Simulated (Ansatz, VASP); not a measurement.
# AlN in VASP and in Ansatz

```
Al N
1.0
     0.00000    2.16450    2.16450
     2.16450    0.00000    2.16450
     2.16450    2.16450    0.00000
Al N
1 1
Direct
  0.00000 0.00000 0.00000
  0.75000 0.75000 0.75000
```

Change from the starting cell: mode 4 frozen in at +0.000 Å, equal normal strain along x, y and z -0.0167.

Alike in both runs: task single point; functional PBE; k mesh 10 × 10 × 10; occupations gaussian, width 0.05 eV; no spin polarisation.

```csv
,VASP,Ansatz
version,VASP 6.6.1,Ansatz 0.2.0
potentials or method,"VASP PAW PBE potentials, release 64 (Al, N), cutoff 520 eV","scalar-relativistic, plane waves, PAW"
valence electrons in the cell,8,8
```

VASP gave:

* gap on the k mesh at the Fermi level (eV): 3.33
* least direct gap on the mesh (eV): 4.44
* pressure (GPa): 10.6

Problem. Which values does Ansatz return?

Solution. gap on the k mesh at the Fermi level (eV): 3.34; least direct gap on the mesh (eV): 4.43; pressure (GPa): 10.8.
